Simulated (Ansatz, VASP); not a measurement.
**Sn3Te in VASP and in Ansatz**

```xyz
4
Lattice="5.0831 0.0000 0.0000 0.0000 5.0831 0.0000 0.0000 0.0000 5.0831" Properties=species:S:1:pos:R:3 pbc="T T T"
Sn    2.5415    0.0000    0.0000
Sn    0.0000    2.5415    0.0000
Sn    0.0000    0.0000    2.5415
Te    2.5415    2.5415    2.5415
```

Alike in both runs: task single point; functional PBE; k mesh 4 × 4 × 4; occupations gaussian, width 0.1 eV; no spin polarisation.

```csv
,VASP,Ansatz
version,VASP 6.6.1,Ansatz 0.2.0
potentials or method,"VASP PAW PBE potentials, release 64 (Sn_d, Te), cutoff 520 eV","scalar-relativistic, plane waves, PAW"
valence electrons in the cell,48,58
```

|  | VASP | Ansatz | Ansatz less VASP |
| --- | --- | --- | --- |
| gap on the k mesh at the Fermi level (eV) | none | none | - |
| pressure (GPa) | -3.9 | -3.8 | +0.04 |

A gap of «none» marks a metal or a gap that the smearing closes. With one functional, cell and mesh, what is left measures potentials, basis and numerics. VASP's potentials hold 48 valence electrons a cell and Ansatz's 58, so a difference there can come from the potentials and not from the codes.

Neither program's run includes spin-orbit coupling.
